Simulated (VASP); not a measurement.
## KBr: single point with PBE

Crystal: KBr.

```
K Br
1.0
     0.00000    3.61453    3.82323
     3.61453    0.00000    3.82323
     3.61453    3.61453    0.00000
K Br
1 1
Direct
  0.00000 0.00000 0.00000
  0.25000 0.25000 0.25000
```

This cell differs from its parent crystal: epitaxial xy strain -2.0%.

```
Program                : VASP 6.6.1
Task                   : single point
Functional             : PBE
Potentials or basis    : VASP PAW PBE potentials, release 64 (K_sv, Br)
Cutoff                 : 520 eV
k mesh                 : 4 × 4 × 4
Occupations            : gaussian, width 0.01 eV
Spin                   : no spin polarisation
Dipole correction      : no
Further INCAR settings : ALGO = Normal; EDIFF = 1e-07; NBANDS = 15
```

| Item | Value |
| --- | --- |
| Pressure | 0.3 GPa |
| Band gap on the k mesh | 4.25 eV (least direct gap 4.29 eV) |

Levels at points of the mesh, in eV from the valence-band top:
```tsv
k point	band 5	band 6	band 7	band 8	band 9	band 10	band 11	band 12
(0.00, 0.00, 0.00)	-11.30	-0.06	-0.03	-0.03	4.25	8.40	8.78	9.44
(0.50, 0.00, 0.00)	-11.09	-0.43	-0.06	0.00	6.50	6.96	8.09	8.29
(0.50, 0.50, 0.00)	-11.00	-0.49	-0.01	-0.01	5.99	7.14	8.73	9.40
(0.50, 0.00, 0.50)	-11.03	-0.45	-0.07	-0.06	6.08	7.14	9.03	9.34
```

Wall time 22 s on 1 thread of Intel(R) Xeon(R) Platinum 8375C CPU @ 2.90GHz (Ice Lake), on a shared host, peak memory 0.24 GiB.

Caveat: the cell differs from its parent crystal (epitaxial xy strain -2.0%). A k mesh can miss the band edges.
